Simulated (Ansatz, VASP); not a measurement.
## BeS2: VASP beside Ansatz

```xyz
6
Lattice="4.7605 0.0000 0.0000 0.0000 4.7605 0.0000 0.0000 0.0000 4.7605" Properties=species:S:1:pos:R:3 pbc="T T T"
Be    0.0000    0.0000    0.0000
Be    2.3802    2.3802    2.3802
S     1.1901    1.1901    1.1901
S     1.1901    3.5704    3.5704
S     3.5704    3.5704    1.1901
S     3.5704    1.1901    3.5704
```

Change from the starting cell: species swapped into the Au2S type (Pn-3m, No. 224).

Alike in both runs: task single point; functional PBE; k mesh 4 × 4 × 4; occupations gaussian, width 0.1 eV; no spin polarisation.

|  | VASP | Ansatz |
| --- | --- | --- |
| version | VASP 6.6.1 | Ansatz 0.2.0 |
| potentials or method | VASP PAW PBE potentials, release 64 (Be, S), cutoff 520 eV | scalar-relativistic, plane waves, PAW |
| valence electrons in the cell | 28 | 28 |

```tsv
	VASP	Ansatz	Ansatz less VASP
gap on the k mesh at the Fermi level (eV)	none	none	-
pressure (GPa)	-2.5	-2.5	+0.02
```

A gap of «none» marks a metal or a gap that the smearing closes.
